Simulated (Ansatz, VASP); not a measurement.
# GaP: VASP beside Ansatz

```xyz
4
Lattice="2.0685 1.1942 6.5830 -2.0685 1.1942 6.5830 0.0000 -2.3885 6.5830" Properties=species:S:1:pos:R:3 pbc="T T T"
Ga    0.0000    0.0000    8.6023
Ga    0.0000    0.0000   11.1466
P     0.0000    0.0000    1.1357
P     0.0000    0.0000   18.6132
```

Alike in both runs: task single point; functional PBE; k mesh 9 × 9 × 9; occupations gaussian, width 0.05 eV; no spin polarisation.

```csv
,VASP,Ansatz
version,VASP 6.6.1,Ansatz 0.2.0
potentials or method,"VASP PAW PBE potentials, release 64 (Ga_d, P), cutoff 520 eV","scalar-relativistic, plane waves, PAW"
valence electrons in the cell,36,36
```

|  | VASP | Ansatz | Ansatz less VASP |
| --- | --- | --- | --- |
| gap on the k mesh at the Fermi level (eV) | 0.38 | 0.38 | +0.006 |
| least direct gap on the mesh (eV) | 0.38 | 0.38 | +0.005 |
| pressure (GPa) | -7.1 | -7.1 | 0.00 |
| traceless stress, the component that is largest in VASP (GPa) | 2.15 | 2.23 | +0.075 |
| rms of the force components (eV/Å) | 0.116 | 0.116 | -0.0003 |

Atom by atom the forces differ by 0.015 eV/Å (rms over components).
